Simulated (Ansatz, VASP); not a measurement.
**One calculation of Hf3Cd, two programs**

File INCAR:

```
SYSTEM = Hf3Cd
PREC     = Accurate       ! precision mode
ENCUT    = 520            ! plane-wave cutoff, eV
EDIFF    = 1E-6           ! SCF threshold, eV
ISMEAR   = 0              ! smearing method
SIGMA    = 0.1            ! smearing width, eV
LREAL    = .False.        ! projectors in reciprocal space
LASPH    = .True.         ! aspherical terms in the spheres
NELM     = 80             ! most SCF steps
ALGO     = Normal         ! electronic algorithm
ISIF     = 2              ! what is computed and relaxed
LWAVE    = .False.        ! write WAVECAR
LCHARG   = .True.         ! write CHGCAR
GGA      = PE             ! functional
LELF     = .True.         ! ELF
LVHAR    = .True.       
NBANDS   = 29             ! bands
```

File KPOINTS:

```
regular mesh
0
Gamma
  4 4 4
  0 0 0
```

File POSCAR:

```
Hf3Cd
1.0
    0.0000000000      3.8093458000      3.8093458000
    3.8093458000      0.0000000000      3.8093458000
    3.8093458000      3.8093458000      0.0000000000
Hf Cd
3 1
Direct
    0.2500000000      0.2500000000      0.2500000000
    0.7500000000      0.7500000000      0.7500000000
    0.5000000000      0.5000000000      0.5000000000
    0.0000000000      0.0000000000      0.0000000000
```

Input for Ansatz:

```yaml
crystal:
  lattice:
    - [0.0, 3.8093458, 3.8093458]
    - [3.8093458, 0.0, 3.8093458]
    - [3.8093458, 3.8093458, 0.0]
  atoms:
    - { symbol: Hf, position: [0.25, 0.25, 0.25] }
    - { symbol: Hf, position: [0.75, 0.75, 0.75] }
    - { symbol: Hf, position: [0.5, 0.5, 0.5] }
    - { symbol: Cd, position: [0.0, 0.0, 0.0] }
basis:
  ecutwfc: 420
kpoints:
  mp_grid: { grid: [4, 4, 4] }
hamiltonian:
  xc: pbe
scf:
  occupations: { method: gaussian, width: 0.1 }
  lower_state_search: "off"
output:
  forces: true
  stress: true
  eigenvalues: true
```

Change from the starting cell: species swapped into the Rb3Cd type (Fm-3m, No. 225).

Alike in both runs: task single point; functional PBE; k mesh 4 × 4 × 4; occupations gaussian, width 0.1 eV; no spin polarisation.

```csv
,VASP,Ansatz
version,VASP 6.6.1,Ansatz 0.2.0
potentials or method,"VASP PAW PBE potentials, release 64 (Hf_pv, Cd), cutoff 520 eV","scalar-relativistic, plane waves, PAW"
valence electrons in the cell,42,98
```

|  | VASP | Ansatz | Ansatz less VASP |
| --- | --- | --- | --- |
| gap on the k mesh at the Fermi level (eV) | none | none | - |
| pressure (GPa) | -15.1 | -14.9 | +0.20 |

A gap of «none» marks a metal or a gap that the smearing closes. VASP's potentials hold 42 valence electrons a cell and Ansatz's 98, so a difference there can come from the potentials and not from the codes.

Spin-orbit coupling is off throughout.
